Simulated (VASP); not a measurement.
# Sc3SbP2 (P-4m2) in VASP: further runs

The runs below take Sc3SbP2 through single point, with PBE.

Everything below comes from runs of VASP 6.6.1. Logs are shortened: lines on timing, memory, paths and dates and some standing lists are left out, and cuts for length are marked.

## Step 1: The cell of the first run

It takes space group P-4m2 (No. 115, tetragonal). The conventional cell has a = 3.912 Å, b = 3.912 Å, c = 7.775 Å, α = 90.00°, β = 90.00°, γ = 90.00°. Within 3.6 Å of Sc (site symmetry -4m2) lie 4 Sb at 2.77 Å and 4 P at 3.11 Å and 4 Sc at 3.38 Å. Within 3.4 Å of Sc (site symmetry 2mm) lie 5 P at 2.60 to 2.79 Å and 2 Sc at 3.38 Å and 2 Sb at 3.38 Å. Within 3.6 Å of Sb (site symmetry -4m2) lie 8 Sc at 2.77 to 3.38 Å and 4 P at 3.11 Å. P (site symmetry 2mm) has 7 Sc at 2.60 to 3.11 Å and 2 Sb at 3.11 Å within 3.4 Å.

The cell was generated, and may not be a known phase.

## Step 2: Single point, PBE

Input file INCAR:

```
  ALGO = Normal
  EDIFF = 1E-7
  ENCUT = 520
  GGA = PE
  ISIF = 2
  ISMEAR = 0
  LASPH = True
  LCHARG = True
  LELF = True
  LREAL = False
  LVHAR = True
  LWAVE = False
  NBANDS = 33
  NELM = 100
  PREC = Accurate
  SIGMA = 0.1
```

Input file KPOINTS:

```
k-points
0
Gamma
  4 4 4
```

Input file POSCAR:

```
Sc3SbP2
1.0
    3.9119905017      0.0000000000      0.0000000000
    0.0000000000      3.9119905017      0.0000000000
    0.0000000000      0.0000000000      7.7750231157
Sc Sb P
3 1 2
Direct
    0.0000000000      0.0000000000      0.0000000000
    0.5000000000      0.0000000000      0.6457136689
    0.0000000000      0.5000000000      0.3542863311
    0.5000000000      0.5000000000      0.0000000000
    0.5000000000      0.0000000000      0.3112880041
    0.0000000000      0.5000000000      0.6887119959
```

Potentials or basis: VASP PAW PBE potentials, release 64 (Sc_sv, Sb, P).

Command:

```
cat potpaw_PBE.64/Sc_sv/POTCAR potpaw_PBE.64/Sb/POTCAR potpaw_PBE.64/P/POTCAR > POTCAR
mpirun -np 1 vasp_std > vasp.out
```

OUTCAR:

```text
EDIFF = 1E-7
   ENCUT = 520
   GGA = PE
   ISIF = 2
   ISMEAR = 0
   LASPH = True
   LREAL = False
   NELM = 100
   PREC = Accurate

 ion  position               nearest neighbor table
   1  0.000  0.000  0.000-   4 2.77   4 2.77   4 2.77   4 2.77   6 3.11   6 3.11   5 3.11   5 3.11
                             2 3.38   3 3.38   3 3.38   2 3.38
   2  0.500  0.000  0.646-   5 2.60   6 2.79   6 2.79   6 2.79   6 2.79   1 3.38   1 3.38   4 3.38
                             4 3.38
   3  0.000  0.500  0.354-   6 2.60   5 2.79   5 2.79   5 2.79   5 2.79   1 3.38   4 3.38   4 3.38
                             1 3.38
   4  0.500  0.500  0.000-   1 2.77   1 2.77   1 2.77   1 2.77   5 3.11   6 3.11   6 3.11   5 3.11
                             2 3.38   3 3.38   2 3.38   3 3.38
   5  0.500  0.000  0.311-   2 2.60   3 2.79   3 2.79   3 2.79   3 2.79   4 3.11   1 3.11   4 3.11
                             1 3.11
   6  0.000  0.500  0.689-   3 2.60   2 2.79   2 2.79   2 2.79   2 2.79   1 3.11   4 3.11   4 3.11
                             1 3.11

  LATTYP: Found a simple tetragonal cell.
 ALAT       =     3.9119905017
 C/A-ratio  =     1.9874851721

  Lattice vectors:

 A1 = (   3.9119905017,   0.0000000000,   0.0000000000)
 A2 = (   0.0000000000,   3.9119905017,   0.0000000000)
 A3 = (   0.0000000000,   0.0000000000,   7.7750231157)

Analysis of symmetry for initial positions (statically):
=====================================================================
 Subroutine PRICEL returns:
 Original cell was already a primitive cell.

 Routine SETGRP: Setting up the symmetry group for a
 simple tetragonal supercell.

 Subroutine GETGRP returns: Found  8 space group operations
 (whereof  8 operations were pure point group operations)
 out of a pool of 16 trial point group operations.

The static configuration has the point symmetry D_2d.

Analysis of symmetry for dynamics (positions and initial velocities):
=====================================================================
 Subroutine PRICEL returns:
 Original cell was already a primitive cell.

 Routine SETGRP: Setting up the symmetry group for a
 simple tetragonal supercell.

 Subroutine GETGRP returns: Found  8 space group operations
 (whereof  8 operations were pure point group operations)
 out of a pool of 16 trial point group operations.

The dynamic configuration has the point symmetry D_2d.

 Subroutine INISYM returns: Found  8 space group operations
 (whereof  8 operations are pure point group operations),
 and found     1 'primitive' translations
[... 98 lines left out ...]
   EDIFFG = 0.1E-05   stopping-criterion for IOM
   NSW    =      0    number of steps for IOM
   IBRION =     -1    ionic relax: 0-MD 1-quasi-New 2-CG
   NFREE  =      0    steps in history (QN), initial steepest desc. (CG)
   ISIF   =      2    stress and relaxation
   ISYM   =      2    0-nonsym 1-usesym 2-fastsym
   POTIM  = 0.5000    time-step for ionic-motion
   TEBEG  =    0.0;   TEEND  =   0.0 temperature during run
   PSTRESS=    0.0 pullay stress
   NELECT =      48.0000    total number of electrons
   NUPDOWN=      -1.0000    fix difference up-down
   EMIN   =  10.00;   EMAX   =-10.00  energy-range for DOS
   EFERMI =   0.00;   METHOD = LEGACY
   ISMEAR =     0;   SIGMA  =   0.10  broadening in eV -4-tet -1-fermi 0-gaus
   EFERMI_NEDOS =   21; number of points for ismear=-14 and -15
   IALGO  =     38    algorithm
   IMIX   =      4    mixing-type and parameters
     AMIX     =   0.40;   BMIX     =  1.00
     AMIX_MAG =   1.60;   BMIX_MAG =  1.00
  volume/ion in A,a.u.               =      19.83       133.83
  Fermi-wavevector in a.u.,A,eV,Ry     =   1.209640  2.285888 19.908439  1.463229
  Thomas-Fermi vector in A             =   2.345211
   LORBIT       =      0    0 simple, 1 ext, 2 COOP (PROOUT), +10 PAW based schemes
   GGA     = PE    functional components
   LHFCALC =     F    Hartree Fock is set to
   AEXX    =    0.0000 exact exchange contribution
   IVDW    =     0    specifies the selected vdW correction
   LEPSILON=     F    determine dielectric tensor
   LRPA    =     F    only Hartree local field effects (RPA)
 non-spin polarized calculation
 Gauss-broadening in eV      SIGMA  =   0.10
  energy-cutoff  :      520.00
  volume of cell :      118.99
 maximum number of plane-waves:      3242
 NGX is ok and might be reduce to    30
   NGX = 15   NGY = 15   NGZ = 29

 number of electron      47.9999997 magnetization

 Free energy of the ion-electron system (eV)
  ---------------------------------------------------
  ext. energy  EPLUGINS =         0.00000000
  ---------------------------------------------------
  free energy    TOTEN  =       -39.59885961 eV

  energy without entropy =      -39.57647961  energy(sigma->0) =      -39.58766961

 E-fermi :   6.8877     XC(G=0): -10.6153

 val. band max:        6.8357180789   @ k =   0.2500   0.0000   0.2500
 cond. band min:       6.9126540900   @ k =   0.0000   0.0000   0.2500
 fundamental gap:      0.0769360111
 Fermi energy:         6.8876891340

 k-point     1 :       0.0000    0.0000    0.0000
  band No.  band energies     occupation
      1     -42.9003      2.00000
      2     -42.8743      2.00000
      3     -42.8654      2.00000
      4     -21.6251      2.00000
      5     -21.5793      2.00000
      6     -21.5793      2.00000
[... 637 lines left out ...]
     32       9.4722      0.00000
     33       9.5284      0.00000

------------------------ aborting loop because EDIFF is reached ----------------------------------------

  FORCE on cell =-STRESS in cart. coord.  units (eV):
  Direction    XX          YY          ZZ          XY          YZ          ZX
  --------------------------------------------------------------------------------------
  -------------------------------------------------------------------------------------
  Total        0.0966155      0.0966155      0.1049328      0.0000000      0.0000000      0.0000000
  in kB        1.3009489      1.3009489      1.4129425      0.0000000      0.0000000      0.0000000
  external PRESSURE =       1.3382801 kB  Pullay stress =       0.0000000 kB

 VOLUME and BASIS-vectors are now :
 -----------------------------------------------------------------------------
  energy-cutoff  :      520.00
  volume of cell :      118.99
      direct lattice vectors                 reciprocal lattice vectors
     3.911990502  0.000000000  0.000000000     0.255624343  0.000000000  0.000000000
     0.000000000  3.911990502  0.000000000     0.000000000  0.255624343  0.000000000
     0.000000000  0.000000000  7.775023116     0.000000000  0.000000000  0.128616981

 POSITION                                       TOTAL-FORCE (eV/Angst)
 -----------------------------------------------------------------------------------
      0.00000      0.00000      0.00000        -0.000000      0.000000     -0.000000
      1.95600      0.00000      5.02044        -0.000000      0.000000      0.005013
      0.00000      1.95600      2.75458         0.000000      0.000000     -0.005013
      1.95600      1.95600      0.00000        -0.000000     -0.000000     -0.000000
      1.95600      0.00000      2.42027        -0.000000      0.000000     -0.024338
      0.00000      1.95600      5.35475        -0.000000     -0.000000      0.024338
 -----------------------------------------------------------------------------------
    total drift:                                0.000000      0.000000      0.000000

  FREE ENERGIE OF THE ION-ELECTRON SYSTEM (eV)
  ---------------------------------------------------
  free  energy   TOTEN  =       -39.5988596076 eV

  energy  without entropy=      -39.5764796090  energy(sigma->0) =      -39.58766961
```

OSZICAR:

```text
N       E                     dE             d eps       ncg     rms          rms(c)
DAV:   1     0.674621508620E+03    0.67462E+03   -0.20109E+04  1188   0.144E+03
DAV:   2     0.221999527874E+02   -0.65242E+03   -0.63916E+03  1476   0.585E+02
DAV:   3    -0.416606443339E+02   -0.63861E+02   -0.60294E+02  2057   0.181E+02
DAV:   4    -0.444893080801E+02   -0.28287E+01   -0.27798E+01  1944   0.381E+01
DAV:   5    -0.445462225699E+02   -0.56914E-01   -0.56470E-01  1952   0.747E+00    0.144E+01
DAV:   6    -0.397296476430E+02    0.48166E+01   -0.20319E+01  1894   0.325E+01    0.556E+00
DAV:   7    -0.396457373991E+02    0.83910E-01   -0.89079E-01  1944   0.720E+00    0.337E+00
DAV:   8    -0.395994579240E+02    0.46279E-01   -0.15963E-01  1808   0.261E+00    0.464E-01
DAV:   9    -0.395989054857E+02    0.55244E-03   -0.15839E-02  1840   0.124E+00    0.341E-01
DAV:  10    -0.395988074477E+02    0.98038E-04   -0.20111E-03  1864   0.471E-01    0.214E-01
DAV:  11    -0.395988940653E+02   -0.86618E-04   -0.98885E-04  1920   0.352E-01    0.892E-02
DAV:  12    -0.395988602854E+02    0.33780E-04   -0.17312E-04  1888   0.155E-01    0.475E-02
DAV:  13    -0.395988591301E+02    0.11553E-05   -0.24504E-05  1960   0.481E-02    0.229E-02
DAV:  14    -0.395988595426E+02   -0.41248E-06   -0.64305E-06  1792   0.248E-02    0.687E-03
DAV:  15    -0.395988593515E+02    0.19108E-06   -0.93944E-07  1552   0.585E-03    0.173E-03
DAV:  16    -0.395988595909E+02   -0.23940E-06   -0.10479E-07  1088   0.328E-03    0.107E-03
DAV:  17    -0.395988596076E+02   -0.16729E-07   -0.71816E-08  1080   0.307E-03
   1 F= -.39598860E+02 E0= -.39587670E+02  d E =-.223800E-01
```

stdout:

```text
POSCAR found type information on POSCAR ScSbP
 POSCAR found :  3 types and       6 ions
 scaLAPACK will be used
 LDA part: xc-table for (Slater+PW92), standard interpolation
 POSCAR, INCAR and KPOINTS ok, starting setup
 FFT: planning ... GRIDC
 FFT: planning ... GRID_SOFT
 FFT: planning ... GRID
 WAVECAR not read
 entering main loop
```

Wall time 1.8 min (1 thread of Intel Xeon Platinum 8488C (Sapphire Rapids), shared host); peak memory 0.25 GiB.

What came out:

| Item | Value |
| --- | --- |
| Free energy | -39.5989 eV |
| Pressure | 0.1 GPa |
| Largest force | 0.024 eV/Å |
| Band gap on the k mesh | zero (bands 24 and 25 overlap by 0.91 eV) |

Forces on the atoms (eV/Å):
```
Sc   0.000  0.000  0.000
Sc   0.000  0.000  0.005
Sc   0.000  0.000 -0.005
Sb   0.000  0.000  0.000
P    0.000  0.000 -0.024
P    0.000  0.000  0.024
```

Caveat: the k points lie up to 0.40 Å⁻¹ apart, too coarse for converged energies and pressures of a metal; spin-orbit coupling is left out, which moves the levels of the heavy elements.

## Step 3: Single point, PBE

This run uses another cell than the first one, of 19.88 Å³/atom.

Input file INCAR:

```
SYSTEM = Sc3SbP2
ALGO     = Normal         ! electronic algorithm
EDIFF    = 1E-6           ! SCF threshold, eV
ENCUT    = 520            ! plane-wave cutoff, eV
GGA      = PE             ! functional
ISIF     = 2              ! what is computed and relaxed
ISMEAR   = 0              ! smearing method
LASPH    = .TRUE.         ! aspherical terms in the spheres
LCHARG   = .FALSE.        ! write CHGCAR
LREAL    = .FALSE.        ! projectors in reciprocal space
LWAVE    = .FALSE.        ! write WAVECAR
NBANDS   = 33             ! bands
NELM     = 100            ! most SCF steps
PREC     = Accurate       ! precision mode
SIGMA    = 0.1            ! smearing width, eV
```

Input file KPOINTS:

```
k-points
0
G
  10 10 6
  0 0 0
```

Input file POSCAR:

```
Sc3SbP2
1.0
    3.9023645848      0.0000000000      0.0000000000
    0.0000000000      3.9023645848      0.0000000000
    0.0000000000      0.0000000000      7.8333704084
Sc Sb P
3 1 2
Direct
    0.0000000000      0.0000000000      0.0000000000
    0.5000000000      0.0000000000      0.6454665990
    0.0000000000      0.5000000000      0.3545334010
    0.5000000000      0.5000000000      0.0000000000
    0.5000000000      0.0000000000      0.3130384377
    0.0000000000      0.5000000000      0.6869615623
```

Potentials or basis: VASP PAW PBE potentials, release 64 (Sc_sv, Sb, P).

Command:

```
cat potpaw_PBE.64/Sc_sv/POTCAR potpaw_PBE.64/Sb/POTCAR potpaw_PBE.64/P/POTCAR > POTCAR
mpirun -np 1 vasp_std > vasp.out
```

It took 6.5 min on 1 thread of Intel Xeon Platinum 8488C (Sapphire Rapids), shared host; peak memory 0.43 GiB.

Results (log left out):

| Property | Result |
| --- | --- |
| Free energy | -39.6011 eV |
| Pressure | 0.1 GPa |
| Largest force | 0.029 eV/Å |
| Band gap on the k mesh | zero (bands 24 and 25 overlap by 1.01 eV) |

Forces in eV/Å, atoms in the order of the input:
```
Sc   0.000  0.000  0.000
Sc   0.000  0.000  0.007
Sc   0.000  0.000 -0.007
Sb   0.000  0.000  0.000
P    0.000  0.000 -0.029
P    0.000  0.000  0.029
```

Levels at points of the mesh, in eV from the Fermi level:
```
           k point  band 20  band 21  band 22  band 23  band 24  band 25  band 26  band 27  band 28  band 29
(0.00, 0.00, 0.00)    -1.67    -1.67    -1.37    -0.94    -0.24    -0.24     0.03     0.82     1.23     1.37
(0.50, 0.00, 0.00)    -2.55    -2.53    -2.22    -1.84    -0.32     0.43     1.11     1.67     1.73     1.99
(0.50, 0.50, 0.00)    -3.31    -3.24    -2.41    -2.41    -1.00     0.19     1.37     1.67     1.67     1.96
(0.00, 0.00, 0.50)    -1.76    -1.73    -1.73    -0.88     0.22     0.33     0.33     0.81     0.81     0.81
(0.50, 0.00, 0.50)    -3.04    -2.50    -2.27    -1.69    -0.34     0.62     0.74     1.51     1.69     1.78
(0.50, 0.50, 0.50)    -3.70    -2.35    -1.59    -1.59    -1.58    -0.52     1.02     1.02     1.94     2.13
```

Caveat: spin-orbit coupling is left out, which moves the levels of the heavy elements.

The gap in the log of VASP goes by the Fermi energy; the results here count the filled bands.